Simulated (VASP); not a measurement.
Si2Mo, 3 atoms in the cell. It takes space group C2/m (No. 12, monoclinic). Conventional cell: a = 4.594 Å, b = 4.458 Å, c = 4.469 Å, α = 90.00°, β = 118.49°, γ = 90.00°. Within 3.4 Å of Si (site symmetry m) lie 9 Si at 2.58 to 3.20 Å and 5 Mo at 2.59 to 2.69 Å. Mo (site symmetry 2/m) has 10 Si at 2.59 to 2.69 Å and 4 Mo at 3.20 Å within 3.4 Å.  This cell differs from its parent crystal: equal xy, yz and zx shear strains of +3 %.

* Program: VASP 6.6.1
* Task: electric field gradients
* Functional: PBE
* Potentials or basis: VASP PAW PBE potentials, release 64 (Si, Mo_sv)
* Cutoff: 520 eV
* k mesh: 12 × 12 × 16
* Occupations: fermi-dirac, width 0.03 eV
* Spin: no spin polarisation
* Dipole correction: no
* Further INCAR settings: ALGO = Normal; EDIFF = 1e-08; NBANDS = 18

Potentials or basis: VASP PAW PBE potentials, release 64 (Si, Mo_sv).

Command:

```console
$ cat potpaw_PBE.64/Si/POTCAR potpaw_PBE.64/Mo_sv/POTCAR > POTCAR
$ mpirun -np 1 vasp_std > vasp.out
```

Hardware: 1 thread of Intel(R) Xeon(R) 6975P-C (Granite Rapids) (shared host).

How long does it take, and how much memory?

Wall time 4.3 min on 1 thread of Intel(R) Xeon(R) 6975P-C (Granite Rapids), on a shared host, peak memory 0.54 GiB. Counts: scf iterations 17, k points 632.
